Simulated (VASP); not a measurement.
W: single point with revPBE+D4

The system is W.

```
W
1.0
    -1.58015    1.58015    1.58015
     1.58015   -1.58015    1.58015
     1.58015    1.58015   -1.58015
W
1
Direct
  0.00000 0.00000 0.00000
```

| Property | Result |
| --- | --- |
| Program | VASP 6.6.1 |
| Task | single point |
| Functional | revPBE |
| Dispersion | D4 |
| Potentials or basis | VASP PAW PBE potentials, release 64 (W_sv) |
| Cutoff | 520 eV |
| k mesh | 12 × 12 × 12 |
| Occupations | fermi-dirac, width 0.05 eV |
| Spin | no spin polarisation |
| Dipole correction | no |
| Further INCAR settings | ALGO = Normal; EDIFF = 1e-06; NBANDS = 13 |

```yaml
Pressure: 0.6 GPa
Band_gap_on_the_k_mesh: zero (bands 7 and 8 overlap by 6.43 eV)
Dispersion_energy_per_atom: -1.018 eV
```

Levels at points of the mesh, in eV from the Fermi level:
| k point | band 3 | band 4 | band 5 | band 6 | band 7 | band 8 | band 9 | band 10 | band 11 | band 12 |
| --- | --- | --- | --- | --- | --- | --- | --- | --- | --- | --- |
| (0.00, 0.00, 0.00) | -37.66 | -37.66 | -9.57 | -1.14 | -1.14 | -1.14 | 2.38 | 2.38 | 14.60 | 14.60 |
| (0.50, 0.00, 0.00) | -38.09 | -37.67 | -6.21 | -3.50 | 0.76 | 2.27 | 3.26 | 6.28 | 11.26 | 11.57 |
| (0.50, 0.50, 0.50) | -38.58 | -38.58 | -5.78 | -5.78 | 5.29 | 5.29 | 5.29 | 8.36 | 8.36 | 8.36 |

It took 4.5 s on 1 thread of Intel(R) Xeon(R) 6975P-C (Granite Rapids), on a shared host, peak memory 0.13 GiB.

Caveat: the PAW data sets were made with another functional, which shifts forces and pressure a little; spin-orbit coupling is left out, which moves the levels of the heavy elements.
